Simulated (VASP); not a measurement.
# BeSe (F-43m) in VASP: G0W0 quasiparticle levels with PBE

Aim: the G0W0 quasiparticle levels of BeSe with PBE.

Everything below comes from runs of VASP 6.6.1. Logs are shortened: lines on timing, memory, paths and dates and some standing lists are left out, and cuts for length are marked.

## Step 1: The cell of the first run

The structure is cubic, space group F-43m (No. 216). The conventional cell has a = 5.162 Å, b = 5.162 Å, c = 5.162 Å, α = 90.00°, β = 90.00°, γ = 90.00°. Be (site symmetry -43m) has 4 Se at 2.24 Å within 3.0 Å. Within 3.0 Å of Se (site symmetry -43m) lie 4 Be at 2.24 Å.

## Step 2: G0W0 quasiparticle levels, PBE

POSCAR reads:

```
BeSe
1.0
    0.0000000000      2.5810355899      2.5810355899
    2.5810355899      0.0000000000      2.5810355899
    2.5810355899      2.5810355899      0.0000000000
Be Se
1 1
Direct
    0.0000000000      0.0000000000      0.0000000000
    0.2500000000      0.2500000000      0.2500000000
```

INCAR.step1 reads:

```
PREC = Accurate
ENCUT = 500
EDIFF = 1E-8
ISMEAR = 0
SIGMA = 0.01
LREAL = F
LASPH = T
NELM = 100
ALGO = Normal
LWAVE = T
LCHARG = F
GGA = PE
```

INCAR.step2 reads:

```
PREC = Accurate
ENCUT = 500
EDIFF = 1E-8
ISMEAR = 0
SIGMA = 0.01
LREAL = F
LASPH = T
NELM = 1
ALGO = Exact
LWAVE = T
LCHARG = F
GGA = PE
NBANDS = 34
LOPTICS = T
ISTART = 1
```

INCAR.step3 reads:

```
PREC = Accurate
ENCUT = 500
EDIFF = 1E-8
ISMEAR = 0
SIGMA = 0.01
LREAL = F
LASPH = T
ALGO = EVGW0
LWAVE = F
LCHARG = F
GGA = PE
NELMGW = 1
NBANDS = 34
ENCUTGW = 60
NOMEGA = 48
PRECFOCK = Fast
ISTART = 1
NBANDSGW = 12
```

KPOINTS reads:

```
Automatic mesh
0
Gamma
  4 4 4
```

Potentials or basis: VASP PAW PBE potentials, release 64 (Be_GW, Se_GW).

Run with:

```
cat potpaw_PBE.64/Be_GW/POTCAR potpaw_PBE.64/Se_GW/POTCAR > POTCAR
cp INCAR.step1 INCAR
mpirun -np 1 vasp_std > vasp.out
cp INCAR.step2 INCAR
mpirun -np 1 vasp_std > vasp.out
cp INCAR.step3 INCAR
mpirun -np 1 vasp_std > vasp.out
```

OUTCAR:

```text
PREC = Accurate
   ENCUT = 500
   EDIFF = 1E-8
   ISMEAR = 0
   LREAL = F
   LASPH = T
   GGA = PE
   NELMGW = 1
   ENCUTGW = 60
   PRECFOCK = Fast
   ISTART = 1

 ion  position               nearest neighbor table
   1  0.000  0.000  0.000-   2 2.24   2 2.24   2 2.24   2 2.24
   2  0.250  0.250  0.250-   1 2.24   1 2.24   1 2.24   1 2.24

  LATTYP: Found a face centered cubic cell.
 ALAT       =     5.1620711798

  Lattice vectors:

 A1 = (   0.0000000000,   2.5810355899,   2.5810355899)
 A2 = (   2.5810355899,   0.0000000000,   2.5810355899)
 A3 = (   2.5810355899,   2.5810355899,   0.0000000000)

Analysis of symmetry for initial positions (statically):
=====================================================================
 Subroutine PRICEL returns:
 Original cell was already a primitive cell.

 Routine SETGRP: Setting up the symmetry group for a
 face centered cubic supercell.

 Subroutine GETGRP returns: Found 24 space group operations
 (whereof 24 operations were pure point group operations)
 out of a pool of 48 trial point group operations.

The static configuration has the point symmetry T_d .

Analysis of symmetry for dynamics (positions and initial velocities):
=====================================================================
 Subroutine PRICEL returns:
 Original cell was already a primitive cell.

 Routine SETGRP: Setting up the symmetry group for a
 face centered cubic supercell.

 Subroutine GETGRP returns: Found 24 space group operations
 (whereof 24 operations were pure point group operations)
 out of a pool of 48 trial point group operations.

The dynamic configuration has the point symmetry T_d .

 Subroutine INISYM returns: Found 24 space group operations
 (whereof 24 operations are pure point group operations),
 and found     1 'primitive' translations

----------------------------------------------------------------------------------------

                                     Primitive cell

  volume of cell :      34.3884

  direct lattice vectors                    reciprocal lattice vectors
     0.000000000  2.581035590  2.581035590    -0.193720692  0.193720692  0.193720692
     2.581035590  0.000000000  2.581035590     0.193720692 -0.193720692  0.193720692
     2.581035590  2.581035590  0.000000000     0.193720692  0.193720692 -0.193720692

  length of vectors
     3.650135536  3.650135536  3.650135536     0.335534081  0.335534081  0.335534081

  position of ions in fractional coordinates (direct lattice)
     0.000000000  0.000000000  0.000000000
     0.250000000  0.250000000  0.250000000

  ion indices of the primitive-cell ions
   primitive index   ion index
                 1           1
                 2           2

----------------------------------------------------------------------------------------

 KPOINTS: Automatic mesh

Automatic generation of k-mesh.
 Grid dimensions read from file:
 generate k-points for:    4    4    4

 Generating k-lattice:

  Cartesian coordinates                     Fractional coordinates (reciprocal lattice)
    -0.048430173  0.048430173  0.048430173     0.250000000  0.000000000  0.000000000
     0.048430173 -0.048430173  0.048430173     0.000000000  0.250000000  0.000000000
     0.048430173  0.048430173 -0.048430173     0.000000000  0.000000000  0.250000000

  Length of vectors
     0.083883520  0.083883520  0.083883520

  Shift w.r.t. Gamma in fractional coordinates (k-lattice)
     0.000000000  0.000000000  0.000000000

 Subroutine IBZKPT returns following result:
 ===========================================

 Found      8 irreducible k-points:

 Following reciprocal coordinates:
            Coordinates               Weight
  0.000000  0.000000  0.000000      1.000000
  0.250000  0.000000  0.000000      8.000000
  0.500000  0.000000  0.000000      4.000000
  0.250000  0.250000  0.000000      6.000000
  0.500000  0.250000  0.000000     24.000000
 -0.250000  0.250000  0.000000     12.000000
  0.500000  0.500000  0.000000      3.000000
 -0.250000  0.500000  0.250000      6.000000
   k-points           NKPTS =      8   k-points in BZ     NKDIM =     64   number of bands    NBANDS=     34
   number of dos      NEDOS =    301   number of ions     NIONS =      2
   total plane-waves  NPLWV =  21952
   dimension x,y,z NGX =    28 NGY =   28 NGZ =   28
   dimension x,y,z NGXF=    56 NGYF=   56 NGZF=   56
   ions per type =               1   1
   NGX,Y,Z   is equivalent  to a cutoff of  12.75, 12.75, 12.75 a.u.
   NGXF,Y,Z  is equivalent  to a cutoff of  25.51, 25.51, 25.51 a.u.
 SYSTEM =  unknown system
   PREC   = accura    normal or accurate (medium, high low for compatibility)
   ISTART =      1    job   : 0-new  1-cont  2-samecut
   ICHARG =      0    charge: 1-file 2-atom 10-const
   ISPIN  =      1    spin polarized calculation?
   LNONCOLLINEAR =      F non collinear calculations
   LSORBIT =      F    spin-orbit coupling
   LASPH  =      T    aspherical Exc in radial PAW
   ENCUT  =  500.0 eV  36.75 Ry    6.06 a.u.   6.66  6.66  6.66*2*pi/ulx,y,z
   NELM   =     60;   NELMIN=  2; NELMDL=  0     # of ELM steps
   EDIFF  = 0.1E-07   stopping-criterion for ELM
   LREAL  =      F    real-space projection
   EDIFFG = 0.1E-06   stopping-criterion for IOM
   NSW    =      0    number of steps for IOM
   IBRION =     -1    ionic relax: 0-MD 1-quasi-New 2-CG
   NFREE  =      0    steps in history (QN), initial steepest desc. (CG)
   ISIF   =      0    stress and relaxation
   ISYM   =      3    0-nonsym 1-usesym 2-fastsym
   POTIM  = 0.5000    time-step for ionic-motion
   TEBEG  =    0.0;   TEEND  =   0.0 temperature during run
   PSTRESS=    0.0 pullay stress
   NELECT =       8.0000    total number of electrons
   NUPDOWN=      -1.0000    fix difference up-down
   EMIN   =  10.00;   EMAX   =-10.00  energy-range for DOS
   EFERMI =   0.00;   METHOD = LEGACY
   ISMEAR =     0;   SIGMA  =   0.01  broadening in eV -4-tet -1-fermi 0-gaus
   EFERMI_NEDOS =   21; number of points for ismear=-14 and -15
   IALGO  =     38    algorithm
   IMIX   =      4    mixing-type and parameters
     AMIX     =   0.40;   BMIX     =  1.00
     AMIX_MAG =   1.60;   BMIX_MAG =  1.00
  volume/ion in A,a.u.               =      17.19       116.03
  Fermi-wavevector in a.u.,A,eV,Ry     =   1.006856  1.902683 13.793037  1.013760
  Thomas-Fermi vector in A             =   2.139625
   LORBIT       =      0    0 simple, 1 ext, 2 COOP (PROOUT), +10 PAW based schemes
   GGA     = PE    functional components
   LHFCALC =     T    Hartree Fock is set to
   PRECFOCK=fast      Normal, Fast or Accurate (Low or Medium for compatibility)
   ENCUT4O =  -1.0   cutoff for four orbital integrals eV
   NKREDX  =     1    reduce k-point grid by
   NKREDY  =     1    reduce k-point grid by
   NKREDZ  =     1    reduce k-point grid by
   AEXX    =    1.0000 exact exchange contribution
   HFSCREEN=    0.0000 screening length (either q_TF or 0.3 A-1)
   HFSCREENC=   0.0000 screening length for correlation (either q_TF or 0.3 A-1)
   ENCUTFOCK=  -1.0 apply spherical cutoff to Coloumb kernel
   IVDW    =     0    specifies the selected vdW correction
   LEPSILON=     F    determine dielectric tensor
   LRPA    =     F    only Hartree local field effects (RPA)
   LRPAFORCE           =     F    calculate RPA forces
   ENCUTGW             =  60.0    cutoff for response function in eV
   ENCUTGWSOFT         =  48.0    soft cutoff for Coulomb kernel in GW response function in eV
   ENCUTLF             =  -1.0    cutoff for local field effects
   NELMGW              =     1    number of iterations in solving QP/BSE equation
   NELMHF              =     1    number of iterations in the inner HF iteration
   NKREDLFX            =     1    NKREDLFY  =   1   NKREDLFZ  =   1
 non-spin polarized calculation
 Gauss-broadening in eV      SIGMA  =   0.01
  energy-cutoff  :      500.00
  volume of cell :       34.39
 maximum number of plane-waves:       893
 NGX is ok and might be reduce to    28
  NGX = 16; NGY = 16; NGZ = 16
   NGX = 13   NGY = 13   NGZ = 13
 maximum number of plane-waves:        43
 NGX is ok and might be reduce to    10

 QP shifts <psi_nk| G(iteration)W_0 |psi_nk>: iteration 1
 for sc-GW calculations column KS-energies equals QP-energies in previous step
 and V_xc(KS)=  KS-energies - (<T + V_ion + V_H > + <T+V_H+V_ion>^1  + <V_x>^1)

 k-point   1 :       0.0000    0.0000    0.0000
  band No.  KS-energies  QP-energies   sigma(KS)   V_xc(KS)     V^pw_x(r,r')   Z            occupation Imag(sigma)

      1     -10.7853     -11.4135     -13.0403     -12.1896     -20.0696       0.7384       2.0000       1.4131
      2       2.9490       2.5965     -12.9517     -12.5092     -15.0635       0.7966       2.0000       0.0716
      3       2.9490       2.5965     -12.9517     -12.5092     -15.0635       0.7966       2.0000       0.0716
      4       2.9490       2.5965     -12.9517     -12.5092     -15.0635       0.7966       2.0000       0.0716
      5       7.2116       8.0253      -8.9610      -9.9842      -5.0324       0.7952       0.0000      -0.0925
      6       7.9437       8.7491      -8.7853      -9.8061      -4.8453       0.7891       0.0000      -0.0932
      7       7.9437       8.7491      -8.7853      -9.8061      -4.8453       0.7891       0.0000      -0.0932
      8       7.9437       8.7491      -8.7853      -9.8061      -4.8453       0.7891       0.0000      -0.0932
      9      14.9022      15.1850      -7.8957      -8.2700      -2.3691       0.7556       0.0000      -0.3498
     10      15.4258      16.2313      -8.9494      -9.9903      -4.2431       0.7739       0.0000      -0.2548
     11      15.4258      16.2313      -8.9494      -9.9903      -4.2431       0.7739       0.0000      -0.2548
     12      17.4599      17.8340      -7.5891      -8.0719      -2.1315       0.7750       0.0000      -0.4492

 k-point   2 :       0.2500    0.0000    0.0000
  band No.  KS-energies  QP-energies   sigma(KS)   V_xc(KS)     V^pw_x(r,r')   Z            occupation Imag(sigma)
[... 97 lines left out ...]
      1      -8.9773      -9.2465     -13.4761     -13.1067     -20.1197       0.7290       2.0000       1.0489
      2      -1.4292      -2.2281     -12.1391     -11.0715     -15.4160       0.7483       2.0000       0.1421
      3      -0.8104      -1.5447     -11.8432     -10.8806     -14.6962       0.7628       2.0000       0.1161
      4      -0.3054      -0.9774     -11.7068     -10.8361     -14.3099       0.7717       2.0000       0.1019
      5       9.0761       9.6421      -8.8432      -9.5569      -4.9986       0.7931       0.0000      -0.1020
      6      10.0153      10.8530      -8.5973      -9.6872      -3.9035       0.7687       0.0000      -0.1380
      7      10.3086      10.9419      -8.3425      -9.1501      -4.0395       0.7841       0.0000      -0.1181
      8      10.8922      11.8121      -9.6387     -10.8396      -5.1704       0.7660       0.0000      -0.1487
      9      16.2086      17.0929      -9.5707     -10.7628      -3.9460       0.7418       0.0000      -0.4778
     10      16.4465      17.4343      -9.0992     -10.4125      -3.5936       0.7522       0.0000      -0.4187
     11      18.9130      19.8490      -8.8914     -10.1144      -3.2875       0.7653       0.0000      -0.5839
     12      19.7843      20.5217      -8.6947      -9.6250      -3.0492       0.7926       0.0000      -0.8254
```

Run time: 32 s. Hardware: 1 thread of Intel Xeon 6975P-C, shared host; peak memory 0.3 GiB.

Results:

| Quantity | Value |
| --- | --- |
| Band gap on the k mesh, mean-field level | 2.63 eV, indirect (least direct gap 4.26 eV) |
| Quasiparticle gap | 3.40 eV |
| Least direct quasiparticle gap | 5.43 eV |

Levels at points of the mesh, in eV from the valence-band top:
| k point | band 1 | band 2 | band 3 | band 4 | band 5 | band 6 | band 7 | band 8 |
| --- | --- | --- | --- | --- | --- | --- | --- | --- |
| (0.00, 0.00, 0.00) | -13.73 | 0.00 | 0.00 | 0.00 | 4.26 | 4.99 | 4.99 | 4.99 |
| (0.50, 0.00, 0.00) | -12.41 | -5.65 | -1.06 | -1.06 | 4.28 | 5.95 | 5.95 | 9.97 |
| (0.50, 0.50, 0.00) | -11.96 | -5.03 | -2.63 | -2.63 | 2.63 | 4.19 | 11.61 | 11.61 |

Caveat: the k points lie up to 0.53 Å⁻¹ apart; bands, screening cutoff and mesh are small and nothing is extrapolated, so the quasiparticle values aren't converged. A k mesh can miss the band edges.
